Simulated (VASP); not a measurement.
Set up this calculation in VASP 6.6.1, as the native input.

* Task: relaxation of cell and atoms
* Functional: PBE
* Potentials or basis: VASP PAW PBE potentials, release 64 (Al, H_h)
* Cutoff: 1230 eV
* k mesh: 6 × 6 × 4
* Occupations: gaussian, width 0.1 eV
* Spin: no spin polarisation
* Dipole correction: no
* Further INCAR settings: ALGO = Normal; EDIFF = 1e-07; IBRION = 2; EDIFFG = -0.04; NSW = 90; ISIF = 3

The structure of AlH5 lies in POSCAR:

```
AlH5
1.0
    3.1918482000      0.0000000000      0.0000000000
   -1.5959241000      2.7642216300      0.0000000000
    0.0000000000      0.0000000000      6.3922721000
Al H
1 5
Direct
    0.3333333300      0.6666666700      0.0000000000
    0.6666666700      0.3333333300      0.5000000000
    0.4495949100      0.5504050900      0.5000000000
    0.4495949100      0.8991898100      0.5000000000
    0.1008101900      0.5504050900      0.5000000000
    0.0000000000      0.0000000000      0.5000000000
```

The cell was generated, and may not be a known phase.

These files were run (other wordings do the same):

INCAR

```
PREC     = Accurate       # precision mode
ENCUT    = 1230           # plane-wave cutoff, eV
EDIFF    = 1E-7           # SCF threshold, eV
ISMEAR   = 0              # smearing method
SIGMA    = 0.1            # smearing width, eV
LREAL    = F              # projectors in reciprocal space
LASPH    = T              # aspherical terms in the spheres
NELM     = 120            # most SCF steps
ALGO     = Normal         # electronic algorithm
ISIF     = 3              # what is computed and relaxed
LWAVE    = F              # write WAVECAR
LCHARG   = F              # write CHGCAR
GGA      = PE             # functional
IBRION   = 2              # ionic algorithm
NSW      = 90             # ionic steps
EDIFFG   = -0.04          # ionic threshold
GGA_COMPAT= F            
NELMIN   = 4
```

KPOINTS

```
Automatic mesh
0
Gamma
  6 6 4
```

Potentials or basis: VASP PAW PBE potentials, release 64 (Al, H_h).

Run with:

```bash
$ cat potpaw_PBE.64/Al/POTCAR potpaw_PBE.64/H_h/POTCAR > POTCAR
$ mpirun -np 1 vasp_std > vasp.out
```

Results of the run:

```json
{
  "Relaxed volume": "8.26 Å³/atom",
  "Relaxed cell": "a = 3.028 Å, b = 3.028 Å, c = 6.243 Å, α = 90.00°, β = 90.00°, γ = 120.00°",
  "Space group after relaxing (to 0.1 Å)": "P-6m2 (No. 187)",
  "Energy gained by relaxing": "16.7 meV/atom",
  "Ionic steps": "6",
  "Pressure after relaxing": "0.2 GPa",
  "Largest force after relaxing": "0.018 eV/Å",
  "Band gap on the k mesh": "zero (bands 4 and 5 overlap by 4.61 eV)"
}
```

Caveat: the k points lie up to 0.40 Å⁻¹ apart in the final cell, too coarse for converged energies and pressures of a metal.

It took 2.8 min on 1 thread of Intel(R) Xeon(R) Platinum 8488C (Sapphire Rapids) (shared host), peak memory 0.38 GiB.
